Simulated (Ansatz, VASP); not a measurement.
**Two plane-wave programs on C**

```
C
1.0
     2.45886    0.00000    0.00000
     0.00000    4.61165    0.00000
     0.00000    0.00000   25.60546
C
14
Cartesian
  1.2294 1.5021 7.7723
  0.0000 1.9310 8.2136
  0.0000 2.9296 9.2921
  1.2294 3.3944 9.8090
  1.2294 4.3290 10.8925
  0.0000 0.1723 11.4322
  0.0000 1.0823 12.5304
  1.2294 1.5330 13.0752
  1.2294 2.4430 14.1734
  0.0000 2.8979 14.7130
  0.0000 3.8327 15.7964
  1.2294 4.2975 16.3134
  1.2294 0.6846 17.3917
  0.0000 1.1135 17.8329
```

Alike in both runs: functional PBEsol; k mesh 11 × 6 × 1; occupations gaussian, width 0.05 eV; no spin polarisation.

Ansatz relaxed the structure, and its values are those at the end. VASP's run is a single point on that final structure, the one shown.

|  | VASP | Ansatz |
| --- | --- | --- |
| version | VASP 6.6.1 | Ansatz 0.2.0 |
| potentials or method | VASP PAW PBE potentials, release 64 (C), cutoff 520 eV | scalar-relativistic, plane waves, PAW |
| valence electrons in the cell | 56 | 56 |

```tsv
	VASP	Ansatz	Ansatz less VASP
gap on the k mesh at the Fermi level (eV)	none	none	-
rms of the force components (eV/Å)	0.013	0.007	-0.0061
work function, face that differs most (eV)	5.68	5.68	+0.003
```

VASP's potentials were made for PBE, not for PBEsol. A gap of «none» marks a metal or a gap that the smearing closes. The functional is the same, so the differences come from potentials, cutoffs and numerics.
